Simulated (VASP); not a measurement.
CdGeAs2: single point with PBEsol

Crystal: CdGeAs2.

```
Cd As Ge
1.0
    -2.98887    2.98887    5.77758
     2.98887   -2.98887    5.77758
     2.98887    2.98887   -5.77758
Cd As Ge
2 4 2
Cartesian
  0.0000 0.0000 5.7776
  2.9889 0.0000 2.8888
  1.4944 1.3431 -1.4444
  1.6458 -1.4944 7.2220
  1.4944 1.6458 4.3332
  1.3431 4.4833 1.4444
  0.0000 2.9889 2.8888
  0.0000 0.0000 0.0000
```

```yaml
Program: VASP 6.6.1
Task: single point
Functional: PBEsol
Potentials_or_basis: VASP PAW PBE potentials, release 64 (Cd, As, Ge_d)
Cutoff: 520 eV
k_mesh: 5 × 5 × 5
Occupations: fermi-dirac, width 0.05 eV
Spin: no spin polarisation
Dipole_correction: no
Further_INCAR_settings: ALGO = Normal; EDIFF = 1e-06; NBANDS = 46
```

| Property | Result |
| --- | --- |
| Pressure | -1.6 GPa |
| Largest force | 0.009 eV/Å |
| Band gap on the k mesh | 0.14 eV, direct |

Forces in eV/Å, atoms in the order of the input:
```
Cd   0.000  0.000  0.000
Cd   0.000  0.000  0.000
As   0.000 -0.009  0.000
As   0.009  0.000  0.000
As   0.000  0.009  0.000
As  -0.009  0.000  0.000
Ge   0.000  0.000  0.000
Ge   0.000  0.000  0.000
```

Stress tensor (GPa, compression positive):
```
-1.46  0.00  0.00
 0.00 -1.46  0.00
 0.00  0.00 -1.93
```

Levels at points of the mesh, in eV from the valence-band top:
| k point | band 33 | band 34 | band 35 | band 36 | band 37 | band 38 | band 39 | band 40 |
| --- | --- | --- | --- | --- | --- | --- | --- | --- |
| (0.00, 0.00, 0.00) | -1.97 | -0.30 | 0.00 | 0.00 | 0.14 | 1.42 | 1.83 | 2.88 |

It took 6.1 min on 1 thread of AMD EPYC 7R13, with other jobs on the host, peak memory 0.46 GiB.

Caveat: the PAW data sets were made with another functional, which shifts forces and pressure a little.
